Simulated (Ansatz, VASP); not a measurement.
**C: VASP beside Ansatz**

```
CELL_PARAMETERS angstrom
0.00000 1.79881 1.63332
1.79881 0.00000 1.63332
1.79881 1.79881 0.00000
ATOMIC_POSITIONS crystal
C 0.50000 0.50000 0.50000
C 0.75000 0.75000 0.75000
```

Alike in both runs: task single point; functional PBE; k mesh 12 × 12 × 12; occupations gaussian, width 0.05 eV; no spin polarisation.

|  | VASP | Ansatz |
| --- | --- | --- |
| version | VASP 6.6.1 | Ansatz 0.2.0 |
| potentials or method | VASP PAW PBE potentials, release 64 (C), cutoff 520 eV | scalar-relativistic, plane waves, PAW |
| valence electrons in the cell | 8 | 8 |

|  | VASP | Ansatz | Ansatz less VASP |
| --- | --- | --- | --- |
| gap on the k mesh at the Fermi level (eV) | 1.84 | 1.85 | +0.012 |
| least direct gap on the mesh (eV) | 4.15 | 4.15 | +0.004 |
